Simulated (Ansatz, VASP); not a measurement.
# One calculation of Ag, two programs

```
CELL_PARAMETERS angstrom
0.00000 2.05190 2.05190
2.05190 0.00000 2.05190
2.05190 2.05190 0.00000
ATOMIC_POSITIONS crystal
Ag 0.00000 0.00000 0.00000
```

Alike in both runs: task single point; functional r2SCAN; k mesh 13 × 13 × 13; occupations gaussian, width 0.6 eV; no spin polarisation.

|  | VASP | Ansatz |
| --- | --- | --- |
| version | VASP 6.6.1 | Ansatz 0.2.0 |
| potentials or method | VASP PAW PBE potentials, release 64 (Ag), cutoff 520 eV | plane waves (500 eV) with PAW, scalar-relativistic |
| valence electrons in the cell | 11 | 19 |

Ansatz gave:

```
pressure (GPa) : 0.1
```

Problem. What did VASP give for the same quantities?

Solution. Pressure (GPa): 0.3.

VASP's potentials were made for PBE, not for r2SCAN. The functional is the same, so the differences come from potentials, cutoffs and numerics. VASP's potentials hold 11 valence electrons a cell and Ansatz's 19, so a difference there can come from the potentials and not from the codes.
